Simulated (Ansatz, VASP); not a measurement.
One calculation of ZrSi2O6, two programs

```xyz
9
Lattice="-1.8163 1.8163 7.7059 1.8163 -1.8163 7.7059 1.8163 1.8163 -7.7059" Properties=species:S:1:pos:R:3 pbc="T T T"
Zr    0.0000    0.0000    7.7059
Si    0.0000    0.0000   12.8431
Si    0.0000    0.0000    2.5686
O     0.0000    1.8163    6.4215
O     0.0000    1.8163    1.2843
O     1.8163    0.0000    3.8529
O     1.8163    0.0000    1.2843
O     0.0000    1.8163    3.8529
O     1.8163    0.0000    6.4215
```

Alike in both runs: task single point; functional PBE; k mesh 6 × 6 × 6; occupations gaussian, width 0.1 eV; no spin polarisation.

```csv
,VASP,Ansatz
version,VASP 6.6.1,Ansatz 0.2.0
potentials or method,"VASP PAW PBE potentials, release 64 (Zr_sv, Si, O), cutoff 520 eV","scalar-relativistic, plane waves, PAW"
valence electrons in the cell,56,56
```

|  | VASP | Ansatz | Ansatz less VASP |
| --- | --- | --- | --- |
| gap on the k mesh at the Fermi level (eV) | none | none | - |
| pressure (GPa) | -27.6 | -27.7 | -0.15 |
| traceless stress, the component that is largest in VASP (GPa) | -1.13 | -1.12 | +0.012 |
| rms of the force components (eV/Å) | 0.547 | 0.545 | -0.0027 |

Atom by atom the forces differ by 0.003 eV/Å (rms over components). A gap of «none» marks a metal or a gap that the smearing closes.

The k mesh is coarse, so the values compare programs but aren't converged.
